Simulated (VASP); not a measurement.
Wanted: the native input for a VASP 6.6.1 run.

```yaml
Task: single point
Functional: PBE
Potentials_or_basis: VASP PAW PBE potentials, release 64 (Cs_sv)
Cutoff: 520 eV
k_mesh: 4 × 4 × 4
Occupations: gaussian, width 0.05 eV
Spin: no spin polarisation
Dipole_correction: no
Further_INCAR_settings: ALGO = Normal; EDIFF = 1e-06; NBANDS = 10
```

The structure of Cs lies in POSCAR:

```
Cs
1.0
    0.0000000000      3.8112616062      3.8112616062
    3.8112616062      0.0000000000      3.8112616062
    3.8112616062      3.8112616062      0.0000000000
Cs
1
Direct
    0.0000000000      0.0000000000      0.0000000000
```

These files were run (other wordings do the same):

INCAR

```
SYSTEM = Cs
PREC     = Accurate       ! precision mode
ENCUT    = 520            ! plane-wave cutoff, eV
EDIFF    = 1E-6           ! SCF threshold, eV
ISMEAR   = 0              ! smearing method
SIGMA    = 0.05           ! smearing width, eV
LREAL    = .FALSE.        ! projectors in reciprocal space
LASPH    = .TRUE.         ! aspherical terms in the spheres
NELM     = 100            ! most SCF steps
ALGO     = Normal         ! electronic algorithm
ISIF     = 2              ! what is computed and relaxed
LWAVE    = .FALSE.        ! write WAVECAR
LCHARG   = .TRUE.         ! write CHGCAR
GGA      = PE             ! functional
LELF     = .TRUE.         ! ELF
LVHAR    = .TRUE.       
NBANDS   = 10             ! bands
```

KPOINTS

```
regular mesh
0
G
  4 4 4
  0 0 0
```

Potentials or basis: VASP PAW PBE potentials, release 64 (Cs_sv).

Command:

```bash
$ cat potpaw_PBE.64/Cs_sv/POTCAR > POTCAR
$ mpirun -np 1 vasp_std > vasp.out
```

It gave:

| Quantity | Value |
| --- | --- |
| Pressure | 0.1 GPa |

Run time: 11 s on 1 thread of Intel Xeon 6975P-C (shared host), peak memory 0.22 GiB.
